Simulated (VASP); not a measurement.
Input of a VASP 6.6.1 run:

INCAR

```
PREC = Accurate
ENCUT = 520
EDIFF = 1E-8
ISMEAR = -1
SIGMA = 0.01
LREAL = False
LASPH = True
NELM = 100
ALGO = Normal
ISIF = 2
LWAVE = False
LCHARG = False
GGA = PE
LEFG = True
NBANDS = 28
```

Contents of KPOINTS:

```
Automatic mesh
0
Gamma
  8 8 6
```

File POSCAR:

```
SnO
1.0
    3.7892841860      0.0000000000      0.0000000000
    0.0000000000      3.7892841860      0.0000000000
    0.0000000000      0.0000000000      4.8198259661
Sn O
2 2
Direct
    0.0000000000      0.5000000000      0.2385000000
    0.5000000000      0.0000000000      0.7615000000
    0.0000000000      0.0000000000      0.0000000000
    0.5000000000      0.5000000000      0.0000000000
```

Potentials or basis: VASP PAW PBE potentials, release 64 (Sn_d, O).

Command:

```sh
$ cat potpaw_PBE.64/Sn_d/POTCAR potpaw_PBE.64/O/POTCAR > POTCAR
$ mpirun -np 1 vasp_std > vasp.out
```

Question: What does it give for the band gap on the k mesh?

Answer: Zero (band 20 reaches 7.39 eV, above the bottom of band 21 at 7.38 eV).

Question: Estimate the largest force.

Answer: 0.593 eV/Å.

Question: Predict the pressure.

Answer: 5.5 GPa.

Stress tensor (GPa, compression positive):
```
5.95 0.00 0.00
0.00 5.95 0.00
0.00 0.00 4.55
```

Caveat: without QUAD_EFG the Cq values of the log hold for a quadrupole moment of 1 mb, not for the nuclei; spin-orbit coupling is left out, which moves the levels of the heavy elements.
